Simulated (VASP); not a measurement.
# Rh (Fm-3m) in VASP: notebook, part 2 of 2

VASP 6.6.1. Earlier steps stand in the parts before.

**3. Relaxation of cell and atoms, PBEsol, target pressure 0.87 GPa, at which the enthalpy is minimised**

INCAR reads:

```
SYSTEM = Rh
PREC = Accurate
ENCUT = 600
EDIFF = 1E-7
ISMEAR = -1
SIGMA = 0.08
LREAL = .FALSE.
LASPH = .TRUE.
NELM = 60
ALGO = Normal
ISIF = 3
LWAVE = .FALSE.
LCHARG = .FALSE.
GGA = PS
IBRION = 2
NSW = 60
EDIFFG = -0.005
PSTRESS = 8.7
```

KPOINTS reads:

```
regular mesh
0
G
  17 17 17
  0 0 0
```

POSCAR reads:

```
Rh
1.0
    0.0000000000      1.8885398852      1.8885398852
    1.8885398852      0.0000000000      1.8885398852
    1.8885398852      1.8885398852      0.0000000000
Rh
1
Direct
    0.0000000000      0.0000000000      0.0000000000
```

Potentials or basis: VASP PAW PBE potentials, release 64 (Rh_pv).

Command:

```bash
$ cat potpaw_PBE.64/Rh_pv/POTCAR > POTCAR
$ mpirun -np 1 vasp_std > vasp.out
```

OUTCAR:

```text
SYSTEM = Rh
   PREC = Accurate
   ENCUT = 600
   EDIFF = 1E-7
   ISMEAR = -1
   LREAL = .FALSE.
   LASPH = .TRUE.
   NELM = 60
   ISIF = 3
   GGA = PS
   IBRION = 2
   NSW = 60
   EDIFFG = -0.005
   PSTRESS = 8.7

 ion  position               nearest neighbor table
   1  0.000  0.000  0.000-

  LATTYP: Found a face centered cubic cell.
 ALAT       =     3.7770797704

  Lattice vectors:

 A1 = (   0.0000000000,   1.8885398852,   1.8885398852)
 A2 = (   1.8885398852,   0.0000000000,   1.8885398852)
 A3 = (   1.8885398852,   1.8885398852,   0.0000000000)

Analysis of symmetry for initial positions (statically):
=====================================================================
 Subroutine PRICEL returns:
 Original cell was already a primitive cell.

 Routine SETGRP: Setting up the symmetry group for a
 face centered cubic supercell.

 Subroutine GETGRP returns: Found 48 space group operations
 (whereof 48 operations were pure point group operations)
 out of a pool of 48 trial point group operations.

The static configuration has the point symmetry O_h .

Analysis of symmetry for dynamics (positions and initial velocities):
=====================================================================
 Subroutine PRICEL returns:
[... 164 lines left out ...]
  Total        0.0563514      0.0563514      0.0563514     -0.0000000      0.0000000     -0.0000000
  in kB        6.7020401      6.7020401      6.7020401     -0.0000000      0.0000000     -0.0000000
  external PRESSURE =      -1.9979599 kB  Pullay stress =       8.7000000 kB
[... 61 lines left out ...]
--------------------------------------- Ionic step        3  -------------------------------------------

 number of electron      15.0000002 magnetization

 Free energy of the ion-electron system (eV)
  ---------------------------------------------------
  ext. energy  EPLUGINS =         0.00000000
  ---------------------------------------------------
  free energy    TOTEN  =        -8.15181271 eV

  energy without entropy =       -8.12696631  energy(sigma->0) =       -8.13938951

 E-fermi :  12.1446     XC(G=0): -14.3534

 val. band max:       12.1292281565   @ k =   0.4118   0.2353   0.0588
 cond. band min:      12.1622820094   @ k =   0.4118   0.2941   0.0588
 fundamental gap:      0.0330538529
 Fermi energy:        12.1445752746

 k-point     1 :       0.0000    0.0000    0.0000
  band No.  band energies     occupation
      1     -34.2215      2.00000
      2     -34.2215      2.00000
      3     -34.2215      2.00000
      4       3.9346      2.00000
      5       8.9495      2.00000
      6       8.9495      2.00000
      7       8.9495      2.00000
      8      11.1335      1.99999
      9      11.1335      1.99999
     10      28.0615      0.00000
     11      32.4617      0.00000
[... 309 lines left out ...]
 k-point    24 :      -0.1176    0.0588    0.0000
  band No.  band energies     occupation
      1     -34.3761      2.00000
      2     -34.2623      2.00000
      3     -34.2354      2.00000
      4       4.7849      2.00000
      5       8.5755      2.00000
      6       9.2520      2.00000
      7       9.2913      2.00000
      8      10.8021      2.00000
      9      11.2111      1.99998
     10      29.2198      0.00000
     11      30.6764      0.00000

 [... further k-points ...]
[... 5 lines left out ...]
  --------------------------------------------------------------------------------------
  -------------------------------------------------------------------------------------
  Total        0.0733664      0.0733664      0.0733664      0.0000000     -0.0000000      0.0000000
  in kB        8.7313939      8.7313939      8.7313939      0.0000000     -0.0000000      0.0000000
  external PRESSURE =       0.0313939 kB  Pullay stress =       8.7000000 kB
[... 20 lines left out ...]
  energy  without entropy=       -8.1269663066  energy(sigma->0) =       -8.13938951

  enthalpy is  TOTEN    =        -8.0787101415 eV   P V=        0.0731025655

 reached required accuracy - stopping structural energy minimisation
```

Wall time 19 s (1 thread of Intel Xeon 6975P-C (Granite Rapids), shared host); peak memory 0.16 GiB.

Results:

- Free energy: -8.1518 eV
- Relaxed volume: 13.46 Å³/atom
- Relaxed cell: a = 2.670 Å, b = 2.670 Å, c = 2.670 Å, α = 60.00°, β = 60.00°, γ = 60.00°
- Space group after relaxing (to 0.05 Å): Fm-3m (No. 225)
- Energy change on relaxing (the enthalpy is what falls): +0.0 meV/atom
- Ionic steps: 3
- Pressure after relaxing: 0.9 GPa

Final structure:
```
Rh
1.0
     0.00000    1.88813    1.88813
     1.88813    0.00000    1.88813
     1.88813    1.88813    0.00000
Rh
1
Direct
  0.00000 0.00000 0.00000
```

Caveat: the cell is relaxed towards a set pressure, so the enthalpy falls and the energy may rise; the PAW data sets were made with another functional, which shifts forces and pressure a little.

**4. Single point, PBEsol**

This run uses another cell than the first one, of 13.51 Å³/atom, 1.003 times its volume.

INCAR reads:

```
PREC = Accurate
ENCUT = 500
EDIFF = 1E-6
ISMEAR = -1
SIGMA = 0.08
LREAL = False
LASPH = True
NELM = 120
ALGO = Normal
ISIF = 2
LWAVE = False
LCHARG = False
GGA = PS
NBANDS = 14
GGA_COMPAT = False
```

KPOINTS reads:

```
Automatic mesh
0
Gamma
  18 18 18
```

POSCAR reads:

```
Rh
1.0
    0.0000000000      1.8904322110      1.8904322110
    1.8904322110      0.0000000000      1.8904322110
    1.8904322110      1.8904322110      0.0000000000
Rh
1
Direct
    0.0000000000      0.0000000000      0.0000000000
```

Command:

```bash
$ cat potpaw_PBE.64/Rh_pv/POTCAR > POTCAR
$ mpirun -np 1 vasp_std > vasp.out
```

It took 11 s on 1 thread of Intel Xeon 6975P-C (Granite Rapids), shared host; peak memory 0.14 GiB.

It converged, with:

* Free energy: -8.1514 eV
* Pressure: 0.0 GPa

Levels at points of the mesh, in eV from the Fermi level:
```tsv
k point	band 4	band 5	band 6	band 7	band 8	band 9	band 10	band 11
(0.00, 0.00, 0.00)	-8.18	-3.18	-3.18	-3.18	-1.01	-1.01	15.92	20.31
(0.50, 0.00, 0.00)	-6.31	-3.25	-3.25	0.60	0.60	0.63	8.77	15.43
(0.50, 0.50, 0.00)	-6.51	-6.14	0.58	1.02	1.02	3.20	12.45	13.34
```

Caveat: the PAW data sets were made with another functional, which shifts forces and pressure a little.

**5. Relaxation of cell and atoms, PBEsol**

This run uses another cell than the first one, of 13.51 Å³/atom, 1.003 times its volume.

INCAR reads:

```
  ALGO = Normal
  EDIFF = 1E-7
  EDIFFG = -0.005
  ENCUT = 500
  GGA = PS
  GGA_COMPAT = False
  IBRION = 2
  ISIF = 3
  ISMEAR = -1
  LASPH = True
  LCHARG = False
  LREAL = False
  LWAVE = False
  NELM = 120
  NELMIN = 4
  NSW = 60
  PREC = Accurate
  SIGMA = 0.08
```

KPOINTS reads:

```
k-points
0
Gamma
  18 18 18
```

POSCAR reads:

```
Rh
1.0
    0.0000000000      1.8901148648      1.8901148648
    1.8901148648      0.0000000000      1.8901148648
    1.8901148648      1.8901148648      0.0000000000
Rh
1
Direct
    0.0000000000      0.0000000000      0.0000000000
```

Command:

```bash
$ cat potpaw_PBE.64/Rh_pv/POTCAR > POTCAR
$ mpirun -np 1 vasp_std > vasp.out
```

It took 19 s on 1 thread of Intel Xeon 6975P-C (Granite Rapids), shared host; peak memory 0.14 GiB.

The run converged. Its results:

```yaml
Free_energy: -8.1514 eV
Relaxed_volume: 13.51 Å³/atom
Relaxed_cell: a = 2.673 Å, b = 2.673 Å, c = 2.673 Å, α = 60.00°, β = 60.00°, γ = 60.00°
Space_group_after_relaxing_to_0.05_Å: Fm-3m (No. 225)
Energy_gained_by_relaxing: 0.0 meV/atom
Ionic_steps: 3
Pressure_after_relaxing: 0.0 GPa
```

Final structure:
```
Rh
1.0
     0.00000    1.89038    1.89038
     1.89038    0.00000    1.89038
     1.89038    1.89038    0.00000
Rh
1
Direct
  0.00000 0.00000 0.00000
```

Levels at points of the mesh, in eV from the Fermi level:
```csv
k point,band 3,band 4,band 5,band 6,band 7,band 8,band 9,band 10,band 11
"(0.00, 0.00, 0.00)",-46.37,-8.18,-3.18,-3.18,-3.18,-1.01,-1.01,15.92,20.31
"(0.50, 0.00, 0.00)",-46.47,-6.31,-3.25,-3.25,0.60,0.60,0.63,8.77,15.43
"(0.50, 0.50, 0.00)",-46.65,-6.51,-6.14,0.58,1.02,1.02,3.20,12.45,13.34
```

Caveat: the PAW data sets were made with another functional, which shifts forces and pressure a little.

**6. The runs side by side**

| task | cell | k mesh | cutoff (eV) | gap on the mesh (eV) | pressure (GPa) |
| --- | --- | --- | --- | --- | --- |
| single point | a = 2.671 Å, angles 60.0°, 1 atom | 17 × 17 × 17 | 520 | none | 0.8 |
| relaxation of cell and atoms | relaxed to 0.87 GPa from a = 2.671 Å, angles 60.0°, 1 atom | 17 × 17 × 17 | 600 | none | 0.9 |
| single point | a = 2.673 Å, angles 60.0°, 1 atom | 18 × 18 × 18 | 500 | none | 0.0 |
| relaxation of cell and atoms | relaxed from a = 2.673 Å, angles 60.0°, 1 atom | 18 × 18 × 18 | 500 | none | 0.0 |

Alike in all rows: level PBEsol; potentials or basis VASP PAW PBE potentials, release 64 (Rh_pv); no spin polarisation; smearing fermi-dirac 0.08 eV.

Caveats: the PAW data sets were made with another functional, which shifts forces and pressure a little; the cell is relaxed towards a set pressure, so the enthalpy falls and the energy may rise (some runs).

Absolute energies hang on the potentials; compare differences alone.
